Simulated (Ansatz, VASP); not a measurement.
## Bi2Te3 in VASP and in Ansatz

The input INCAR:

```
PREC = Accurate
ENCUT = 520
EDIFF = 1E-7
ISMEAR = -1
SIGMA = 0.05
LREAL = F
LASPH = T
NELM = 100
ALGO = Normal
ISIF = 2
LWAVE = F
LCHARG = F
GGA = PS
NBANDS = 32
```

File KPOINTS:

```
Automatic mesh
0
Gamma
  7 7 7
```

POSCAR

```
Bi2Te3
1.0
    2.2218585726      1.2827906449     10.2994407795
   -2.2218585726      1.2827906449     10.2994407795
    0.0000000000     -2.5655812900     10.2994407795
Bi Te
2 3
Direct
    0.6000000000      0.6000000000      0.6000000000
    0.4000000000      0.4000000000      0.4000000000
    0.7905000000      0.7905000000      0.7905000000
    0.2095000000      0.2095000000      0.2095000000
    0.0000000000      0.0000000000      0.0000000000
```

Contents of input.yaml:

```yaml
crystal:
  lattice:
    - [2.2218585726, 1.2827906449, 10.2994407795]
    - [-2.2218585726, 1.2827906449, 10.2994407795]
    - [0.0, -2.56558129, 10.2994407795]
  atoms:
    - { symbol: Bi, position: [0.6, 0.6, 0.6] }
    - { symbol: Bi, position: [0.4, 0.4, 0.4] }
    - { symbol: Te, position: [0.7905, 0.7905, 0.7905] }
    - { symbol: Te, position: [0.2095, 0.2095, 0.2095] }
    - { symbol: Te, position: [0.0, 0.0, 0.0] }
kpoints:
  mp_grid: { grid: [7, 7, 7] }
scf:
  occupations: { method: fermi_dirac, width: 0.05 }
hamiltonian:
  xc: pbesol
  pseudopotentials: { kind: all_electron, lapw: { basis_error: 0.002 } }
output:
  forces: true
  stress: true
  eigenvalues: true
```

Change from the starting cell: volume scaled by 1.04.

Alike in both runs: task single point; functional PBEsol; k mesh 7 × 7 × 7; occupations fermi-dirac, width 0.05 eV; no spin polarisation.

```csv
,VASP,Ansatz
version,VASP 6.6.1,Ansatz 0.2.0
potentials or method,"VASP PAW PBE potentials, release 64 (Bi_d, Te), cutoff 520 eV","all-electron LAPW, scalar-relativistic"
```

VASP gave:

| Property | Result |
| --- | --- |
| gap on the k mesh at the Fermi level (eV) | 0.25 |
| least direct gap on the mesh (eV) | 0.25 |
| pressure (GPa) | -2.4 |
| traceless stress, the component that is largest in VASP (GPa) | -0.27 |
| rms of the force components (eV/Å) | 0.128 |

Problem. Estimate Ansatz's values.

Solution. gap on the k mesh at the Fermi level (eV): 0.26; least direct gap on the mesh (eV): 0.26; pressure (GPa): -2.4; traceless stress, the component that is largest in VASP (GPa): -0.27; rms of the force components (eV/Å): 0.134.

VASP's potentials were made for PBE, not for PBEsol. Atom by atom the forces differ by 0.006 eV/Å (rms over components). Ansatz ran all-electron here, and VASP with PAW potentials.

Spin-orbit coupling is off throughout.
